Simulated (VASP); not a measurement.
# Pt: single point with LDA

The system is Pt.

```xyz
1
Lattice="0.0000 1.9476 1.9476 1.9476 0.0000 1.9476 1.9476 1.9476 0.0000" Properties=species:S:1:pos:R:3 pbc="T T T"
Pt    0.0000    0.0000    0.0000
```

| Item | Value |
| --- | --- |
| Program | VASP 6.6.1 |
| Task | single point |
| Functional | LDA |
| Potentials or basis | VASP PAW LDA potentials, release 64 (Pt) |
| Cutoff | 520 eV |
| k mesh | 24 × 24 × 24 |
| Occupations | fermi-dirac, width 0.1 eV |
| Spin | no spin polarisation |
| Dipole correction | no |
| Further INCAR settings | ALGO = Normal; EDIFF = 1e-06; NBANDS = 11 |

The pressure is 0.8 GPa and the band gap on the k mesh is zero (band 5 reaches 12.06 eV, above the bottom of band 6 at 9.75 eV).

Levels at points of the mesh, in eV from the Fermi level:
```csv
k point,band 1,band 2,band 3,band 4,band 5,band 6,band 7,band 8,band 9,band 10
"(0.00, 0.00, 0.00)",-10.49,-3.95,-3.95,-3.95,-1.69,-1.69,14.55,19.59,19.59,19.59
"(0.50, 0.00, 0.00)",-7.59,-4.01,-4.01,-0.57,0.04,0.04,5.98,14.13,19.03,19.03
"(0.50, 0.50, 0.00)",-7.33,-6.88,0.02,0.51,0.51,1.72,9.09,11.39,11.39,20.45
```

Wall time 22 s on 1 thread of Intel(R) Xeon(R) Platinum 8481C CPU @ 2.70GHz (Sapphire Rapids), on a shared host, peak memory 0.17 GiB.

Caveat: spin-orbit coupling is left out, which moves the levels of the heavy elements.
